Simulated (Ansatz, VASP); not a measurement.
**Mo in VASP and in Ansatz**

The input INCAR:

```
PREC     = Accurate       # precision mode
ENCUT    = 520            # plane-wave cutoff, eV
EDIFF    = 1E-6           # SCF threshold, eV
ISMEAR   = -1             # smearing method
SIGMA    = 0.08           # smearing width, eV
LREAL    = False          # projectors in reciprocal space
LASPH    = True           # aspherical terms in the spheres
NELM     = 60             # most SCF steps
ALGO     = Normal         # electronic algorithm
ISIF     = 2              # what is computed and relaxed
LWAVE    = False          # write WAVECAR
LCHARG   = False          # write CHGCAR
GGA      = PE             # functional
NBANDS   = 13             # bands
```

KPOINTS

```
regular mesh
0
Gamma
  17 17 17
```

POSCAR

```
Mo
1.0
   -1.4973038797      1.4973038797      1.4973038797
    1.4973038797     -1.4973038797      1.4973038797
    1.4973038797      1.4973038797     -1.4973038797
Mo
1
Direct
    0.0000000000      0.0000000000      0.0000000000
```

Input for Ansatz:

```yaml
crystal:
  lattice:
    - [-1.4973038797, 1.4973038797, 1.4973038797]
    - [1.4973038797, -1.4973038797, 1.4973038797]
    - [1.4973038797, 1.4973038797, -1.4973038797]
  atoms:
    - { symbol: Mo, position: [0.0, 0.0, 0.0] }
kpoints:
  mp_grid: { grid: [17, 17, 17] }
scf:
  occupations: { method: fermi_dirac, width: 0.08 }
hamiltonian:
  xc: pbe
  pseudopotentials: { kind: all_electron, lapw: { basis_error: 0.001 } }
output:
  forces: true
  stress: true
  eigenvalues: true
  populations: true
```

Change from the starting cell: volume scaled by 0.85, LAPW.

Alike in both runs: task single point; functional PBE; k mesh 17 × 17 × 17; occupations fermi-dirac, width 0.08 eV; no spin polarisation.

```csv
,VASP,Ansatz
version,VASP 6.6.1,Ansatz 0.2.0
potentials or method,"VASP PAW PBE potentials, release 64 (Mo_sv), cutoff 520 eV","all-electron LAPW, scalar-relativistic"
```

|  | VASP | Ansatz | Ansatz less VASP |
| --- | --- | --- | --- |
| pressure (GPa) | 59.9 | 58.8 | -1.07 |

Both programs put the cell under a high pressure, so it lies far from rest at this level. Ansatz ran all-electron here, and VASP with PAW potentials.
